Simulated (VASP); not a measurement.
A run of VASP 6.6.1 is set up as follows.

The input INCAR:

```
PREC = Accurate
ENCUT = 520
EDIFF = 1E-6
ISMEAR = -1
SIGMA = 0.05
LREAL = False
LASPH = True
NELM = 200
ALGO = Normal
ISIF = 2
LWAVE = False
LCHARG = False
ISPIN = 2
MAGMOM = 0.5 0.5 0.5 0.5 0.5 0.5 0.5 0.5 0.5 0.5 0.5 0.5 0.5 0.5 0.5 0.5
LORBIT = 11
GGA = PS
NBANDS = 91
GGA_COMPAT = False
```

Contents of KPOINTS:

```
Automatic mesh
0
Gamma
  3 3 3
```

POSCAR

```
Ga8N7F
1.0
    6.3654920000      0.0000000000      0.0000000000
    0.0000000000      5.5126780000      0.0000000000
    0.0000000000      0.0000000000      5.1856180000
Ga N F
8 7 1
Direct
    0.2505830000      0.1748370000      0.5044310000
    0.9947420000      0.6741210000      0.5027300000
    0.7534080000      0.1698180000      0.5023000000
    0.5067380000      0.6482840000      0.5060130000
    0.9916710000      0.3349680000      0.9995600000
    0.5059370000      0.3382460000      0.9945220000
    0.2470700000      0.8320250000      0.9864540000
    0.7558240000      0.8274850000      0.9978920000
    0.9988790000      0.3382160000      0.3920070000
    0.2658550000      0.8462890000      0.3714560000
    0.7402880000      0.8296930000      0.3721970000
    0.2511890000      0.1609530000      0.8774960000
    0.9896030000      0.6608140000      0.8939760000
    0.7540390000      0.1582620000      0.8755100000
    0.4921440000      0.6734970000      0.8729230000
    0.4948270000      0.3404150000      0.3602080000
```

Potentials or basis: VASP PAW PBE potentials, release 64 (Ga_d, N, F).

Command:

```bash
$ cat potpaw_PBE.64/Ga_d/POTCAR potpaw_PBE.64/N/POTCAR potpaw_PBE.64/F/POTCAR > POTCAR
$ mpirun -np 1 vasp_std > vasp.out
```

(1) Predict the largest force.

(2) Predict the pressure.

## Answers

(1) 4.101 eV/Å.

(2) 9.4 GPa.

Caveat: the PAW data sets were made with another functional, which shifts forces and pressure a little.
